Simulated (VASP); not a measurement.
# AgCl (Fm-3m) in VASP: notebook

Runs on AgCl. Level: LDA. Tasks: single point, relaxation of cell and atoms.

Everything below comes from runs of VASP 6.6.1. Logs are shortened: lines on timing, memory, paths and dates and some standing lists are left out, and cuts for length are marked.

### 1 The cell of the first run

The structure is cubic, space group Fm-3m (No. 225). Conventional cell: a = 5.178 Å, b = 5.178 Å, c = 5.178 Å, α = 90.00°, β = 90.00°, γ = 90.00°. Within 3.4 Å of Ag (site symmetry m-3m) lie 6 Cl at 2.59 Å. Within 3.4 Å of Cl (site symmetry m-3m) lie 6 Ag at 2.59 Å.

### 2 Single point, LDA

File INCAR:

```
SYSTEM = AgCl
PREC     = Accurate       ! precision mode
ENCUT    = 520            ! plane-wave cutoff, eV
EDIFF    = 1E-6           ! SCF threshold, eV
ISMEAR   = 0              ! smearing method
SIGMA    = 0.01           ! smearing width, eV
LREAL    = .FALSE.        ! projectors in reciprocal space
LASPH    = .TRUE.         ! aspherical terms in the spheres
NELM     = 80             ! most SCF steps
ALGO     = Normal         ! electronic algorithm
ISIF     = 2              ! what is computed and relaxed
LWAVE    = .FALSE.        ! write WAVECAR
LCHARG   = .FALSE.        ! write CHGCAR
GGA      = CA             ! functional
NBANDS   = 16             ! bands
```

File KPOINTS:

```
regular mesh
0
G
  10 10 10
  0 0 0
```

File POSCAR:

```
AgCl
1.0
    0.0000000000      2.5892489768      2.5892489768
    2.5892489768      0.0000000000      2.5892489768
    2.5892489768      2.5892489768      0.0000000000
Ag Cl
1 1
Direct
    0.5000000000      0.5000000000      0.5000000000
    0.0000000000      0.0000000000      0.0000000000
```

Potentials or basis: VASP PAW LDA potentials, release 64 (Ag, Cl).

On the command line:

```
$ cat potpaw_LDA.64/Ag/POTCAR potpaw_LDA.64/Cl/POTCAR > POTCAR
$ mpirun -np 1 vasp_std > vasp.out
```

OUTCAR:

```text
SYSTEM = AgCl
   PREC = Accurate
   ENCUT = 520
   EDIFF = 1E-6
   ISMEAR = 0
   LREAL = .FALSE.
   LASPH = .TRUE.
   NELM = 80
   ISIF = 2
   GGA = CA

 ion  position               nearest neighbor table
   1  0.500  0.500  0.500-   2 2.59   2 2.59   2 2.59   2 2.59   2 2.59   2 2.59
   2  0.000  0.000  0.000-   1 2.59   1 2.59   1 2.59   1 2.59   1 2.59   1 2.59

  LATTYP: Found a face centered cubic cell.
 ALAT       =     5.1784979536

  Lattice vectors:

 A1 = (   0.0000000000,   2.5892489768,   2.5892489768)
 A2 = (   2.5892489768,   0.0000000000,   2.5892489768)
 A3 = (   2.5892489768,   2.5892489768,   0.0000000000)

Analysis of symmetry for initial positions (statically):
=====================================================================
 Subroutine PRICEL returns:
 Original cell was already a primitive cell.

 Routine SETGRP: Setting up the symmetry group for a
 face centered cubic supercell.

 Subroutine GETGRP returns: Found 48 space group operations
 (whereof 48 operations were pure point group operations)
 out of a pool of 48 trial point group operations.

The static configuration has the point symmetry O_h .

Analysis of symmetry for dynamics (positions and initial velocities):
=====================================================================
 Subroutine PRICEL returns:
 Original cell was already a primitive cell.

 Routine SETGRP: Setting up the symmetry group for a
 face centered cubic supercell.

 Subroutine GETGRP returns: Found 48 space group operations
 (whereof 48 operations were pure point group operations)
 out of a pool of 48 trial point group operations.

The dynamic configuration has the point symmetry O_h .

 Subroutine INISYM returns: Found 48 space group operations
 (whereof 48 operations are pure point group operations),
 and found     1 'primitive' translations

----------------------------------------------------------------------------------------

                                     Primitive cell

  volume of cell :      34.7177

  direct lattice vectors                    reciprocal lattice vectors
     0.000000000  2.589248977  2.589248977    -0.193106188  0.193106188  0.193106188
     2.589248977  0.000000000  2.589248977     0.193106188 -0.193106188  0.193106188
     2.589248977  2.589248977  0.000000000     0.193106188  0.193106188 -0.193106188

  length of vectors
[... 74 lines left out ...]
   ISTART =      0    job   : 0-new  1-cont  2-samecut
   ICHARG =      2    charge: 1-file 2-atom 10-const
   ISPIN  =      1    spin polarized calculation?
   LNONCOLLINEAR =      F non collinear calculations
   LSORBIT =      F    spin-orbit coupling
   LASPH  =      T    aspherical Exc in radial PAW
   ENCUT  =  520.0 eV  38.22 Ry    6.18 a.u.   6.81  6.81  6.81*2*pi/ulx,y,z
   NELM   =     80;   NELMIN=  2; NELMDL= -5     # of ELM steps
   EDIFF  = 0.1E-05   stopping-criterion for ELM
   LREAL  =      F    real-space projection
   EDIFFG = 0.1E-04   stopping-criterion for IOM
   NSW    =      0    number of steps for IOM
   IBRION =     -1    ionic relax: 0-MD 1-quasi-New 2-CG
   NFREE  =      0    steps in history (QN), initial steepest desc. (CG)
   ISIF   =      2    stress and relaxation
   ISYM   =      2    0-nonsym 1-usesym 2-fastsym
   POTIM  = 0.5000    time-step for ionic-motion
   TEBEG  =    0.0;   TEEND  =   0.0 temperature during run
   PSTRESS=    0.0 pullay stress
   NELECT =      18.0000    total number of electrons
   NUPDOWN=      -1.0000    fix difference up-down
   EMIN   =  10.00;   EMAX   =-10.00  energy-range for DOS
   EFERMI =   0.00;   METHOD = LEGACY
   ISMEAR =     0;   SIGMA  =   0.01  broadening in eV -4-tet -1-fermi 0-gaus
   EFERMI_NEDOS =   21; number of points for ismear=-14 and -15
   IALGO  =     38    algorithm
   IMIX   =      4    mixing-type and parameters
     AMIX     =   0.40;   BMIX     =  1.00
     AMIX_MAG =   1.60;   BMIX_MAG =  1.00
  volume/ion in A,a.u.               =      17.36       117.14
  Fermi-wavevector in a.u.,A,eV,Ry     =   1.315170  2.485311 23.533614  1.729672
  Thomas-Fermi vector in A             =   2.445371
   LORBIT       =      0    0 simple, 1 ext, 2 COOP (PROOUT), +10 PAW based schemes
   GGA     = CA    functional components
   LHFCALC =     F    Hartree Fock is set to
   AEXX    =    0.0000 exact exchange contribution
   IVDW    =     0    specifies the selected vdW correction
   LEPSILON=     F    determine dielectric tensor
   LRPA    =     F    only Hartree local field effects (RPA)
 non-spin polarized calculation
 Gauss-broadening in eV      SIGMA  =   0.01
  energy-cutoff  :      520.00
  volume of cell :       34.72
 maximum number of plane-waves:       951
   NGX = 13   NGY = 13   NGZ = 13

 number of electron      18.0000004 magnetization

 Free energy of the ion-electron system (eV)
  ---------------------------------------------------
  ext. energy  EPLUGINS =         0.00000000
  ---------------------------------------------------
  free energy    TOTEN  =        -6.69760163 eV

  energy without entropy =       -6.69760163  energy(sigma->0) =       -6.69760163

 E-fermi :   6.6547     XC(G=0): -11.5067

 val. band max:        6.5393965789   @ k =   0.5000   0.0000   0.0000
 cond. band min:       7.2648277493   @ k =   0.0000   0.0000   0.0000
 fundamental gap:      0.7254311704
 Fermi energy:         6.6546671195

 k-point     1 :       0.0000    0.0000    0.0000
  band No.  band energies     occupation
      1     -10.1015      2.00000
      2       2.9620      2.00000
      3       2.9620      2.00000
      4       2.9620      2.00000
      5       3.0200      2.00000
      6       3.0200      2.00000
[... 433 lines left out ...]
      3       1.7351      2.00000
      4       1.8999      2.00000
      5       2.7739      2.00000
      6       3.4984      2.00000
[... 8 lines left out ...]
     15      21.8549      0.00000
     16      23.1927      0.00000

 [... further k-points ...]
[... 5 lines left out ...]
  --------------------------------------------------------------------------------------
  -------------------------------------------------------------------------------------
  Total        1.9661571      1.9661571      1.9661571      0.0000000     -0.0000000      0.0000000
  in kB       90.7355274     90.7355274     90.7355274      0.0000000     -0.0000000      0.0000000
  external PRESSURE =      90.7355274 kB  Pullay stress =       0.0000000 kB

 VOLUME and BASIS-vectors are now :
 -----------------------------------------------------------------------------
  energy-cutoff  :      520.00
  volume of cell :       34.72
      direct lattice vectors                 reciprocal lattice vectors
     0.000000000  2.589248977  2.589248977    -0.193106188  0.193106188  0.193106188
     2.589248977  0.000000000  2.589248977     0.193106188 -0.193106188  0.193106188
     2.589248977  2.589248977  0.000000000     0.193106188  0.193106188 -0.193106188

 POSITION                                       TOTAL-FORCE (eV/Angst)
 -----------------------------------------------------------------------------------
      2.58925      2.58925      2.58925         0.000000     -0.000000     -0.000000
      0.00000      0.00000      0.00000        -0.000000      0.000000      0.000000
 -----------------------------------------------------------------------------------
    total drift:                                0.000000      0.000000      0.000000

  FREE ENERGIE OF THE ION-ELECTRON SYSTEM (eV)
  ---------------------------------------------------
  free  energy   TOTEN  =        -6.6976016303 eV

  energy  without entropy=       -6.6976016303  energy(sigma->0) =       -6.69760163
```

Run time: 16 s. Hardware: 1 thread of Intel Xeon Platinum 8488C (Sapphire Rapids), shared host; peak memory 0.15 GiB.

What came out:

- Free energy: -6.6976 eV
- Pressure: 9.1 GPa
- Band gap on the k mesh: 0.73 eV, indirect (least direct gap 3.34 eV)

A k mesh can miss the band edges. LDA gaps usually lie below the measured ones, often by a third to a half.

### 3 Relaxation of cell and atoms, LDA, target pressure 9 GPa, at which the enthalpy is minimised

This run uses another cell than the first one, of 19.19 Å³/atom, 1.105 times its volume.

File INCAR:

```
SYSTEM = AgCl
ALGO = Normal
EDIFF = 1E-7
EDIFFG = -0.001
ENCUT = 600
IBRION = 2
ISIF = 3
ISMEAR = 0
LASPH = .TRUE.
LCHARG = .FALSE.
LREAL = .FALSE.
LWAVE = .FALSE.
NELM = 60
NSW = 80
PREC = Accurate
PSTRESS = 90.0
SIGMA = 0.01
```

File KPOINTS:

```
k-points
0
G
  10 10 10
  0 0 0
```

File POSCAR:

```
AgCl
1.0
    0.0000000000      2.6770646130      2.6770646130
    2.6770646130      0.0000000000      2.6770646130
    2.6770646130      2.6770646130      0.0000000000
Ag Cl
1 1
Direct
    0.5000000000      0.5000000000      0.5000000000
    0.0000000000      0.0000000000      0.0000000000
```

Potentials or basis: VASP PAW LDA potentials, release 64 (Ag, Cl).

On the command line:

```
$ cat potpaw_LDA.64/Ag/POTCAR potpaw_LDA.64/Cl/POTCAR > POTCAR
$ mpirun -np 1 vasp_std > vasp.out
```

Wall time 76 s (1 thread of Intel Xeon Platinum 8488C (Sapphire Rapids), shared host); peak memory 0.18 GiB.

It converged, with:

```
Free energy                                            : -6.7007 eV
Relaxed volume                                         : 17.38 Å³/atom
Relaxed cell                                           : a = 3.663 Å, b = 3.663 Å, c = 3.663 Å, α = 60.00°, β = 60.00°, γ = 60.00°
Space group after relaxing (to 0.05 Å)                 : Fm-3m (No. 225)
Energy change on relaxing (the enthalpy is what falls) : +46.2 meV/atom
Ionic steps                                            : 6
Pressure after relaxing                                : 9.0 GPa
Band gap on the k mesh                                 : 0.72 eV, indirect (least direct gap 3.34 eV)
```

Step by step:
```
step  energy change (eV)  largest force (eV/Å)  pressure (GPa)  volume (Å³)
   1              0.0000                0.0000            0.05        38.37
   2              0.2541                0.0000           16.89        32.72
   3              0.0914                0.0000            8.92        34.77
   4              0.0953                0.0000            9.16        34.70
   5              0.0907                0.0000            8.91        34.79
   6              0.0923                0.0000            9.01        34.76
```

Final structure:
```xyz
2
Lattice="0.0000 2.5902 2.5902 2.5902 0.0000 2.5902 2.5902 2.5902 0.0000" Properties=species:S:1:pos:R:3 pbc="T T T"
Ag    2.5902    2.5902    2.5902
Cl    0.0000    0.0000    0.0000
```

Levels at points of the mesh, in eV from the valence-band top:
```csv
k point,band 7,band 8,band 9,band 10,band 11,band 12
"(0.00, 0.00, 0.00)",-3.22,-3.22,-3.22,0.72,10.67,10.67
"(0.50, 0.00, 0.00)",-2.49,0.00,0.00,3.34,6.99,6.99
"(0.50, 0.50, 0.00)",-2.75,-2.75,-2.46,1.73,7.58,9.12
```

Caveat: the cell is relaxed towards a set pressure, so the enthalpy falls and the energy may rise. Zero-point motion and thermal expansion aren't in these numbers.
